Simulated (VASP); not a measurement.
# WSe2 in VASP: single point with PBEsol

Aim: the single point of WSe2 with PBEsol.

Everything below comes from runs of VASP 6.6.1. Logs are shortened: lines on timing, memory, paths and dates and some standing lists are left out, and cuts for length are marked.

## (1) The cell of the first run

The cell holds a slab with vacuum, 3 atoms: a = 3.318 Å, b = 3.318 Å, c = 16.658 Å, α = 90.00°, β = 90.00°, γ = 120.00°.

## (2) Single point, PBEsol (atoms moved at random)

Input file INCAR:

```
  ALGO = Normal
  EDIFF = 1E-6
  ENCUT = 520
  GGA = PS
  ISIF = 2
  ISMEAR = 0
  LASPH = T
  LCHARG = F
  LREAL = F
  LWAVE = F
  NBANDS = 20
  NELM = 100
  PREC = Accurate
  SIGMA = 0.05
```

Input file KPOINTS:

```
k-points
0
Gamma
  12 12 2
```

Input file POSCAR:

```
WSe2
1.0
    3.3179375931      0.0000000000      0.0000000000
   -1.6589687966      2.8734182438      0.0000000000
    0.0000000000      0.0000000000     16.6581424200
W Se
1 2
Direct
    0.0054659671      0.0053409914      0.0001304895
    0.3386860929      0.6728032086      0.0986602218
    0.3225146066      0.6551891333      0.9012092887
```

Potentials or basis: VASP PAW PBE potentials, release 64 (W_sv, Se).

Run with:

```
> cat potpaw_PBE.64/W_sv/POTCAR potpaw_PBE.64/Se/POTCAR > POTCAR
> mpirun -np 1 vasp_std > vasp.out
```

OUTCAR:

```text
EDIFF = 1E-6
   ENCUT = 520
   GGA = PS
   ISIF = 2
   ISMEAR = 0
   LASPH = T
   LREAL = F
   NELM = 100
   PREC = Accurate

 ion  position               nearest neighbor table
   1  0.005  0.005  0.000-   3 2.49   2 2.52   2 2.52   2 2.52   3 2.53   3 2.56
   2  0.339  0.673  0.099-   1 2.52   1 2.52   1 2.52
   3  0.323  0.655  0.901-   1 2.49   1 2.53   1 2.56

  LATTYP: Found a hexagonal cell.
 ALAT       =     3.3179375931
 C/A-ratio  =     5.0206316281

  Lattice vectors:

 A1 = (   3.3179375931,   0.0000000000,   0.0000000000)
 A2 = (  -1.6589687966,   2.8734182438,   0.0000000000)
 A3 = (   0.0000000000,   0.0000000000,  16.6581424200)

Analysis of symmetry for initial positions (statically):
=====================================================================
 Subroutine PRICEL returns:
 Original cell was already a primitive cell.

 Routine SETGRP: Setting up the symmetry group for a
 hexagonal supercell.

 Subroutine GETGRP returns: Found  1 space group operations
 (whereof  1 operations were pure point group operations)
 out of a pool of 24 trial point group operations.

The static configuration has the point symmetry C_1 .

Analysis of symmetry for dynamics (positions and initial velocities):
=====================================================================
 Subroutine PRICEL returns:
 Original cell was already a primitive cell.

 Routine SETGRP: Setting up the symmetry group for a
 hexagonal supercell.

 Subroutine GETGRP returns: Found  1 space group operations
 (whereof  1 operations were pure point group operations)
 out of a pool of 24 trial point group operations.

The dynamic configuration has the point symmetry C_1 .

 Subroutine INISYM returns: Found  1 space group operations
 (whereof  1 operations are pure point group operations),
 and found     1 'primitive' translations

----------------------------------------------------------------------------------------

                                     Primitive cell

  volume of cell :     158.8158

  direct lattice vectors                    reciprocal lattice vectors
     3.317937593  0.000000000  0.000000000     0.301392046  0.174008779  0.000000000
    -1.658968797  2.873418244  0.000000000     0.000000000  0.348017558  0.000000000
     0.000000000  0.000000000 16.658142420     0.000000000  0.000000000  0.060030703

  length of vectors
     3.317937593  3.317937593 16.658142420     0.348017558  0.348017558  0.060030703

  position of ions in fractional coordinates (direct lattice)
     0.005465967  0.005340991  0.000130490
     0.338686093  0.672803209  0.098660222
     0.322514607  0.655189133  0.901209289

  ion indices of the primitive-cell ions
   primitive index   ion index
                 1           1
                 2           2
                 3           3

----------------------------------------------------------------------------------------

 KPOINTS: k-points

Automatic generation of k-mesh.
 Grid dimensions read from file:
 generate k-points for:   12   12    2

 Generating k-lattice:

  Cartesian coordinates                     Fractional coordinates (reciprocal lattice)
     0.025116004  0.014500732  0.000000000     0.083333333  0.000000000  0.000000000
     0.000000000  0.029001463  0.000000000     0.000000000  0.083333333  0.000000000
     0.000000000  0.000000000  0.030015351     0.000000000  0.000000000  0.500000000

  Length of vectors
     0.029001463  0.029001463  0.030015351

  Shift w.r.t. Gamma in fractional coordinates (k-lattice)
     0.000000000  0.000000000  0.000000000

 Subroutine IBZKPT returns following result:
 ===========================================

 Found    148 irreducible k-points:

 Following reciprocal coordinates:
            Coordinates               Weight
  0.000000  0.000000  0.000000      1.000000
  0.083333  0.000000  0.000000      2.000000
  0.000000  0.083333  0.000000      2.000000
 -0.083333  0.083333  0.000000      2.000000
  0.166667  0.000000  0.000000      2.000000
  0.000000  0.166667  0.000000      2.000000
[... 16 lines left out ...]
  0.166667  0.083333  0.000000      2.000000
 -0.083333  0.250000  0.000000      2.000000
 [... further k-points ...]
   k-points           NKPTS =    148   k-points in BZ     NKDIM =    148   number of bands    NBANDS=     20
   number of dos      NEDOS =    301   number of ions     NIONS =      3
   total plane-waves  NPLWV =  98784
   dimension x,y,z NGX =    28 NGY =   28 NGZ =  126
   dimension x,y,z NGXF=    56 NGYF=   56 NGZF=  252
   ions per type =               1   2
   NGX,Y,Z   is equivalent  to a cutoff of  14.03, 14.03, 12.57 a.u.
   NGXF,Y,Z  is equivalent  to a cutoff of  28.06, 28.06, 25.15 a.u.
 SYSTEM =  unknown system
   PREC   = accura    normal or accurate (medium, high low for compatibility)
   ISTART =      0    job   : 0-new  1-cont  2-samecut
   ICHARG =      2    charge: 1-file 2-atom 10-const
   ISPIN  =      1    spin polarized calculation?
   LNONCOLLINEAR =      F non collinear calculations
   LSORBIT =      F    spin-orbit coupling
   LASPH  =      T    aspherical Exc in radial PAW
   ENCUT  =  520.0 eV  38.22 Ry    6.18 a.u.   6.17  6.17 30.97*2*pi/ulx,y,z
   NELM   =    100;   NELMIN=  2; NELMDL= -5     # of ELM steps
   EDIFF  = 0.1E-05   stopping-criterion for ELM
   LREAL  =      F    real-space projection
   EDIFFG = 0.1E-04   stopping-criterion for IOM
   NSW    =      0    number of steps for IOM
   IBRION =     -1    ionic relax: 0-MD 1-quasi-New 2-CG
   NFREE  =      0    steps in history (QN), initial steepest desc. (CG)
   ISIF   =      2    stress and relaxation
   ISYM   =      2    0-nonsym 1-usesym 2-fastsym
   POTIM  = 0.5000    time-step for ionic-motion
   TEBEG  =    0.0;   TEEND  =   0.0 temperature during run
   PSTRESS=    0.0 pullay stress
   NELECT =      26.0000    total number of electrons
   NUPDOWN=      -1.0000    fix difference up-down
   EMIN   =  10.00;   EMAX   =-10.00  energy-range for DOS
   EFERMI =   0.00;   METHOD = LEGACY
   ISMEAR =     0;   SIGMA  =   0.05  broadening in eV -4-tet -1-fermi 0-gaus
   EFERMI_NEDOS =   21; number of points for ismear=-14 and -15
   IALGO  =     38    algorithm
   IMIX   =      4    mixing-type and parameters
     AMIX     =   0.40;   BMIX     =  1.00
     AMIX_MAG =   1.60;   BMIX_MAG =  1.00
  volume/ion in A,a.u.               =      52.94       357.25
  Fermi-wavevector in a.u.,A,eV,Ry     =   0.895574  1.692389 10.912587  0.802053
  Thomas-Fermi vector in A             =   2.017923
   LORBIT       =      0    0 simple, 1 ext, 2 COOP (PROOUT), +10 PAW based schemes
   GGA     = PS    functional components
   LHFCALC =     F    Hartree Fock is set to
   AEXX    =    0.0000 exact exchange contribution
   IVDW    =     0    specifies the selected vdW correction
   LEPSILON=     F    determine dielectric tensor
   LRPA    =     F    only Hartree local field effects (RPA)
 non-spin polarized calculation
 Gauss-broadening in eV      SIGMA  =   0.05
  energy-cutoff  :      520.00
  volume of cell :      158.82
 maximum number of plane-waves:      4302
 NGX is ok and might be reduce to    28
   NGX = 13   NGY = 13   NGZ = 61

 number of electron      25.9999998 magnetization

 Free energy of the ion-electron system (eV)
  ---------------------------------------------------
  ext. energy  EPLUGINS =         0.00000000
  ---------------------------------------------------
  free energy    TOTEN  =       -23.20184176 eV

  energy without entropy =      -23.20184176  energy(sigma->0) =      -23.20184176

 E-fermi :  -0.7809     XC(G=0):  -4.7643

 val. band max:       -0.9994609136   @ k =   0.3333   0.3333   0.0000
 cond. band min:       0.4776926687   @ k =   0.3333   0.3333   0.5000
 fundamental gap:      1.4771535823
 Fermi energy:        -0.7808799269

 k-point     1 :       0.0000    0.0000    0.0000
  band No.  band energies     occupation
      1     -74.9677      2.00000
      2     -39.2044      2.00000
      3     -39.1074      2.00000
      4     -39.1009      2.00000
      5     -15.7876      2.00000
      6     -14.4291      2.00000
[... 12 lines left out ...]
     19       4.1104      0.00000
     20       4.2191      0.00000

 k-point     2 :       0.0833    0.0000    0.0000
  band No.  band energies     occupation
      1     -74.9671      2.00000
      2     -39.2016      2.00000
      3     -39.1164      2.00000
      4     -39.1100      2.00000
      5     -15.6855      2.00000
      6     -14.3798      2.00000
[... 12 lines left out ...]
     19       4.2463      0.00000
     20       4.5677      0.00000

 k-point     3 :       0.0000    0.0833    0.0000
  band No.  band energies     occupation
      1     -74.9671      2.00000
      2     -39.2015      2.00000
      3     -39.1220      2.00000
      4     -39.1046      2.00000
      5     -15.6841      2.00000
      6     -14.3816      2.00000
[... 12 lines left out ...]
     19       4.2488      0.00000
     20       4.5601      0.00000

 k-point     4 :      -0.0833    0.0833    0.0000
  band No.  band energies     occupation
      1     -74.9671      2.00000
      2     -39.2015      2.00000
      3     -39.1199      2.00000
      4     -39.1066      2.00000
      5     -15.6848      2.00000
      6     -14.3807      2.00000
[... 12 lines left out ...]
     19       4.2478      0.00000
     20       4.5651      0.00000

 k-point     5 :       0.1667    0.0000    0.0000
  band No.  band energies     occupation
      1     -74.9654      2.00000
      2     -39.1939      2.00000
      3     -39.1559      2.00000
      4     -39.1198      2.00000
      5     -15.3936      2.00000
      6     -14.2387      2.00000
[... 12 lines left out ...]
     19       4.6241      0.00000
     20       5.3056      0.00000

 k-point     6 :       0.0000    0.1667    0.0000
  band No.  band energies     occupation
      1     -74.9654      2.00000
      2     -39.1937      2.00000
      3     -39.1621      2.00000
      4     -39.1141      2.00000
      5     -15.3880      2.00000
      6     -14.2459      2.00000
[... 12 lines left out ...]
     19       4.6302      0.00000
     20       5.2992      0.00000

 k-point     7 :      -0.1667    0.1667    0.0000
  band No.  band energies     occupation
      1     -74.9654      2.00000
      2     -39.1938      2.00000
      3     -39.1593      2.00000
      4     -39.1167      2.00000
      5     -15.3906      2.00000
      6     -14.2426      2.00000
[... 12 lines left out ...]
     19       4.6278      0.00000
     20       5.3046      0.00000
[... 277 lines left out ...]
 k-point    20 :       0.0833    0.0833    0.0000
  band No.  band energies     occupation
      1     -74.9659      2.00000
      2     -39.1963      2.00000
      3     -39.1459      2.00000
      4     -39.1144      2.00000
      5     -15.4864      2.00000
      6     -14.2871      2.00000
[... 12 lines left out ...]
     19       4.5064      0.00000
     20       5.1459      0.00000

 k-point    21 :      -0.0833    0.1667    0.0000
  band No.  band energies     occupation
      1     -74.9659      2.00000
      2     -39.1962      2.00000
      3     -39.1488      2.00000
      4     -39.1118      2.00000
      5     -15.4843      2.00000
      6     -14.2898      2.00000
[... 12 lines left out ...]
     19       4.5103      0.00000
     20       5.1418      0.00000

 k-point    22 :      -0.1667    0.0833    0.0000
  band No.  band energies     occupation
      1     -74.9659      2.00000
      2     -39.1963      2.00000
      3     -39.1426      2.00000
      4     -39.1175      2.00000
      5     -15.4882      2.00000
      6     -14.2847      2.00000
[... 12 lines left out ...]
     19       4.5030      0.00000
     20       5.1530      0.00000

 k-point    23 :       0.1667    0.0833    0.0000
  band No.  band energies     occupation
      1     -74.9639      2.00000
      2     -39.1895      2.00000
      3     -39.1871      2.00000
      4     -39.1290      2.00000
      5     -15.1202      2.00000
      6     -14.1116      2.00000
[... 12 lines left out ...]
     19       4.9897      0.00000
     20       5.7775      0.00000

 k-point    24 :      -0.0833    0.2500    0.0000
  band No.  band energies     occupation
      1     -74.9639      2.00000
      2     -39.1948      2.00000
      3     -39.1868      2.00000
      4     -39.1244      2.00000
      5     -15.1126      2.00000
      6     -14.1214      2.00000
[... 12 lines left out ...]
     19       4.9987      0.00000
     20       5.7783      0.00000

 [... further k-points ...]

------------------------ aborting loop because EDIFF is reached ----------------------------------------

  FORCE on cell =-STRESS in cart. coord.  units (eV):
  Direction    XX          YY          ZZ          XY          YZ          ZX
  --------------------------------------------------------------------------------------
  -------------------------------------------------------------------------------------
  Total       -1.0381602     -0.6879990      0.8481868     -0.1065008     -0.7535584     -0.3238723
  in kB      -10.4732469     -6.9407240      8.5567424     -1.0744099     -7.6021046     -3.2673134
  external PRESSURE =      -2.9524095 kB  Pullay stress =       0.0000000 kB

 VOLUME and BASIS-vectors are now :
 -----------------------------------------------------------------------------
  energy-cutoff  :      520.00
  volume of cell :      158.82
      direct lattice vectors                 reciprocal lattice vectors
     3.317937593  0.000000000  0.000000000     0.301392046  0.174008779  0.000000000
    -1.658968797  2.873418244  0.000000000     0.000000000  0.348017558  0.000000000
     0.000000000  0.000000000 16.658142420     0.000000000  0.000000000  0.060030703

 POSITION                                       TOTAL-FORCE (eV/Angst)
 -----------------------------------------------------------------------------------
      0.00928      0.01535      0.00217        -0.251694     -0.445244     -0.065330
      0.00758      1.93325      1.64350         0.027621     -0.006054      0.294101
     -0.01685      1.88263     15.01247         0.224072      0.451298     -0.228771
 -----------------------------------------------------------------------------------
    total drift:                               -0.000074     -0.000073      0.000041

  FREE ENERGIE OF THE ION-ELECTRON SYSTEM (eV)
  ---------------------------------------------------
  free  energy   TOTEN  =       -23.2018417600 eV

  energy  without entropy=      -23.2018417600  energy(sigma->0) =      -23.20184176
```

Run time: 7 min. Hardware: 1 thread of AMD EPYC 9R45 (Zen 5), shared host; peak memory 0.6 GiB.

Results:

```yaml
Free_energy: -23.2018 eV
Largest_force: 0.553 eV/Å
Band_gap_on_the_k_mesh: 1.48 eV
```

Forces in eV/Å, atoms in the order of the input:
```
W   -0.252 -0.445 -0.065
Se   0.028 -0.006  0.294
Se   0.224  0.451 -0.229
```

Caveat: the cell differs from its parent crystal (atoms moved at random); there is no dipole correction, which matters where the two faces differ; the PAW data sets were made with another functional, which shifts forces and pressure a little; spin-orbit coupling is left out, which moves the levels of the heavy elements.
